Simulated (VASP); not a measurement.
# Fe (P6_3/mmc) in VASP: settings compared, part 2 of 2

VASP 6.6.1.

## Step 3: Single point, r2SCANh, collinear spin, ferromagnetic start

This run uses another cell than the first one, of 9.86 Å³/atom.

POSCAR reads:

```
Fe
1.0
    2.4341575853      0.0000000000      0.0000000000
   -1.2170787927      2.1080423057      0.0000000000
    0.0000000000      0.0000000000      3.8419344700
Fe
2
Direct
    0.6666666667      0.3333333333      0.7500000000
    0.3333333333      0.6666666667      0.2500000000
```

INCAR.step1 reads:

```
  ALGO = Normal
  EDIFF = 1E-5
  ENCUT = 520
  GGA = PE
  ISIF = 2
  ISMEAR = -1
  ISPIN = 2
  LASPH = T
  LCHARG = F
  LMAXMIX = 4
  LORBIT = 11
  LREAL = F
  LWAVE = T
  MAGMOM = 3 3
  NBANDS = 19
  NELM = 150
  PREC = Accurate
  SIGMA = 0.05
```

INCAR.step2 reads:

```
  AEXX = 0.1
  ALGO = Normal
  EDIFF = 1E-6
  ENCUT = 520
  ISIF = 2
  ISMEAR = -1
  ISPIN = 2
  ISTART = 1
  LASPH = T
  LCHARG = F
  LHFCALC = T
  LMAXMIX = 4
  LMIXTAU = T
  LORBIT = 11
  LREAL = F
  LWAVE = F
  MAGMOM = 3 3
  METAGGA = R2SCAN
  NBANDS = 19
  NELM = 150
  PREC = Accurate
  PRECFOCK = Normal
  SIGMA = 0.05
```

KPOINTS reads:

```
k-points
0
Gamma
  6 6 4
```

Potentials or basis: VASP PAW PBE potentials, release 64 (Fe).

Command:

```
$ cat potpaw_PBE.64/Fe/POTCAR > POTCAR
$ cp INCAR.step1 INCAR
$ mpirun -np 1 vasp_std > vasp.out
$ cp INCAR.step2 INCAR
$ mpirun -np 1 vasp_std > vasp.out
```

OUTCAR:

```text
AEXX = 0.1
   EDIFF = 1E-6
   ENCUT = 520
   ISIF = 2
   ISMEAR = -1
   ISPIN = 2
   ISTART = 1
   LASPH = T
   LHFCALC = T
   LORBIT = 11
   LREAL = F
   METAGGA = R2SCAN
   NELM = 150
   PREC = Accurate
   PRECFOCK = Normal

 ion  position               nearest neighbor table
   1  0.667  0.333  0.750-   2 2.38   2 2.38   2 2.38   2 2.38   2 2.38   2 2.38
   2  0.333  0.667  0.250-   1 2.38   1 2.38   1 2.38   1 2.38   1 2.38   1 2.38

  LATTYP: Found a hexagonal cell.
 ALAT       =     2.4341575853
 C/A-ratio  =     1.5783425417

  Lattice vectors:

 A1 = (   2.4341575853,   0.0000000000,   0.0000000000)
 A2 = (  -1.2170787927,   2.1080423057,   0.0000000000)
 A3 = (   0.0000000000,   0.0000000000,   3.8419344700)

Analysis of symmetry for initial positions (statically):
=====================================================================
 Subroutine PRICEL returns:
 Original cell was already a primitive cell.

 Routine SETGRP: Setting up the symmetry group for a
 hexagonal supercell.

 Subroutine GETGRP returns: Found 24 space group operations
 (whereof 12 operations were pure point group operations)
 out of a pool of 24 trial point group operations.

The static configuration has the point symmetry D_3d.
 The point group associated with its full space group is D_6h.

Analysis of symmetry for dynamics (positions and initial velocities):
=====================================================================
 Subroutine PRICEL returns:
 Original cell was already a primitive cell.

 Routine SETGRP: Setting up the symmetry group for a
 hexagonal supercell.

 Subroutine GETGRP returns: Found 24 space group operations
 (whereof 12 operations were pure point group operations)
 out of a pool of 24 trial point group operations.

The dynamic configuration has the point symmetry D_3d.
 The point group associated with its full space group is D_6h.

Analysis of structural, dynamic, and magnetic symmetry:
=====================================================================
 Subroutine PRICEL returns:
 Original cell was already a primitive cell.

 Routine SETGRP: Setting up the symmetry group for a
 hexagonal supercell.

 Subroutine GETGRP returns: Found 24 space group operations
 (whereof 12 operations were pure point group operations)
 out of a pool of 24 trial point group operations.

The overall configuration has the point symmetry D_3d.
 The point group associated with its full space group is D_6h.

 Subroutine INISYM returns: Found 24 space group operations
 (whereof 12 operations are pure point group operations),
 and found     1 'primitive' translations

----------------------------------------------------------------------------------------

                                     Primitive cell

  volume of cell :      19.7141

  direct lattice vectors                    reciprocal lattice vectors
     2.434157585  0.000000000  0.000000000     0.410819746  0.237186891  0.000000000
    -1.217078793  2.108042306  0.000000000     0.000000000  0.474373781  0.000000000
     0.000000000  0.000000000  3.841934470     0.000000000  0.000000000  0.260285543

  length of vectors
     2.434157585  2.434157585  3.841934470     0.474373781  0.474373781  0.260285543

  position of ions in fractional coordinates (direct lattice)
     0.666666667  0.333333333  0.750000000
     0.333333333  0.666666667  0.250000000

  ion indices of the primitive-cell ions
   primitive index   ion index
                 1           1
[... 74 lines left out ...]
   NFREE  =      0    steps in history (QN), initial steepest desc. (CG)
   ISIF   =      2    stress and relaxation
   ISYM   =      3    0-nonsym 1-usesym 2-fastsym
   POTIM  = 0.5000    time-step for ionic-motion
   TEBEG  =    0.0;   TEEND  =   0.0 temperature during run
   PSTRESS=    0.0 pullay stress
   NELECT =      16.0000    total number of electrons
   NUPDOWN=      -1.0000    fix difference up-down
   EMIN   =  10.00;   EMAX   =-10.00  energy-range for DOS
   EFERMI =   0.00;   METHOD = LEGACY
   ISMEAR =    -1;   SIGMA  =   0.05  broadening in eV -4-tet -1-fermi 0-gaus
   EFERMI_NEDOS =   21; number of points for ismear=-14 and -15
   IALGO  =     38    algorithm
   IMIX   =      1    mixing-type and parameters
     AMIX     =   0.40;   BMIX     =  1.00
     AMIX_MAG =   1.60;   BMIX_MAG =  1.00
  volume/ion in A,a.u.               =       9.86        66.52
  Fermi-wavevector in a.u.,A,eV,Ry     =   1.527058  2.885721 31.727505  2.331906
  Thomas-Fermi vector in A             =   2.635006
   LORBIT       =     11    0 simple, 1 ext, 2 COOP (PROOUT), +10 PAW based schemes
   METAGGA = R2SCAN    functional components
   LHFCALC =     T    Hartree Fock is set to
   PRECFOCK=normal    Normal, Fast or Accurate (Low or Medium for compatibility)
   ENCUT4O =  -1.0   cutoff for four orbital integrals eV
   NKREDX  =     1    reduce k-point grid by
   NKREDY  =     1    reduce k-point grid by
   NKREDZ  =     1    reduce k-point grid by
   AEXX    =    0.1000 exact exchange contribution
   HFSCREEN=    0.0000 screening length (either q_TF or 0.3 A-1)
   HFSCREENC=   0.0000 screening length for correlation (either q_TF or 0.3 A-1)
   ENCUTFOCK=  -1.0 apply spherical cutoff to Coloumb kernel
   IVDW    =     0    specifies the selected vdW correction
   LEPSILON=     F    determine dielectric tensor
   LRPA    =     F    only Hartree local field effects (RPA)
 spin polarized calculation
  energy-cutoff  :      520.00
  volume of cell :       19.71
 maximum number of plane-waves:       548
  NGX = 14; NGY = 14; NGZ = 24

 number of electron      16.0000009 magnetization       0.5576927

 Free energy of the ion-electron system (eV)
  ---------------------------------------------------
  ext. energy  EPLUGINS =         0.00000000
  ---------------------------------------------------
  free energy    TOTEN  =       -28.39008325 eV

  energy without entropy =      -28.38331532  energy(sigma->0) =      -28.38669928

 E-fermi :   7.0316     XC(G=0): -13.8889

 val. band max:        6.8785317981   @ k =   0.1667   0.1667   0.2500
 cond. band min:       7.1022867183   @ k =   0.1667   0.1667   0.2500
 fundamental gap:      0.2237549202
 Fermi energy:         7.0316106178

 spin component 1

 k-point     1 :       0.0000    0.0000    0.0000
  band No.  band energies     occupation
      1      -3.0605      1.00000
      2       1.1282      1.00000
      3       4.5294      1.00000
      4       4.5294      1.00000
      5       4.9272      1.00000
      6       5.0574      1.00000
[... 438 lines left out ...]
      5       4.0126      1.00000
      6       4.0126      1.00000
[... 11 lines left out ...]
     18      34.3247      0.00000
     19      34.8955      0.00000
 Fermi energy:         7.0316106178

 spin component 2

 k-point     1 :       0.0000    0.0000    0.0000
  band No.  band energies     occupation
      1      -3.2186      1.00000
      2       1.1898      1.00000
      3       5.1535      1.00000
      4       5.1637      1.00000
      5       5.1637      1.00000
      6       5.7018      1.00000
[... 439 lines left out ...]
      6       4.4144      1.00000
[... 11 lines left out ...]
     18      34.3672      0.00000
     19      34.9781      0.00000

------------------------ aborting loop because EDIFF is reached ----------------------------------------

  FORCE on cell =-STRESS in cart. coord.  units (eV):
  Direction    XX          YY          ZZ          XY          YZ          ZX
  --------------------------------------------------------------------------------------
  -------------------------------------------------------------------------------------
  Total       -0.4324662     -0.4324662     -0.7607161      0.0000000     -0.0000000      0.0000000
  in kB      -35.1467193    -35.1467193    -61.8237322      0.0000000     -0.0000000      0.0000000
  external PRESSURE =     -44.0390569 kB  Pullay stress =       0.0000000 kB

 VOLUME and BASIS-vectors are now :
 -----------------------------------------------------------------------------
  energy-cutoff  :      520.00
  volume of cell :       19.71
      direct lattice vectors                 reciprocal lattice vectors
     2.434157585  0.000000000  0.000000000     0.410819746  0.237186891  0.000000000
    -1.217078793  2.108042306  0.000000000     0.000000000  0.474373781  0.000000000
     0.000000000  0.000000000  3.841934470     0.000000000  0.000000000  0.260285543

 POSITION                                       TOTAL-FORCE (eV/Angst)
 -----------------------------------------------------------------------------------
      1.21708      0.70268      2.88145        -0.000000     -0.000000     -0.000000
     -0.00000      1.40536      0.96048         0.000000      0.000000      0.000000
 -----------------------------------------------------------------------------------
    total drift:                               -0.000000     -0.000000      0.000000

  FREE ENERGIE OF THE ION-ELECTRON SYSTEM (eV)
  ---------------------------------------------------
  free  energy   TOTEN  =       -28.3900832484 eV

  energy  without entropy=      -28.3833153202  energy(sigma->0) =      -28.38669928

 total charge

# of ion       s       p       d       tot
------------------------------------------
    1        0.564   0.679   6.388   7.631
    2        0.564   0.679   6.388   7.631
--------------------------------------------------
tot          1.127   1.358  12.777  15.262

 magnetization (x)

# of ion       s       p       d       tot
------------------------------------------
    1       -0.007  -0.023   0.310   0.280
    2       -0.007  -0.023   0.310   0.280
--------------------------------------------------
tot         -0.013  -0.046   0.620   0.561
```

It took 2.2 h on 1 thread of Intel Xeon Platinum 8559C (Emerald Rapids), shared host; peak memory 0.17 GiB.

Results:

| Quantity | Value |
| --- | --- |
| Free energy | -28.3901 eV |
| Pressure | -4.4 GPa |
| Net moment | 0.56 μB per cell |
| Site moments | Fe +0.28 μB |
| Valence electrons inside the program's atomic spheres | Fe 7.63 |

Caveat: the k points lie up to 0.50 Å⁻¹ apart; the PAW data sets were made with another functional, which shifts forces and pressure a little.
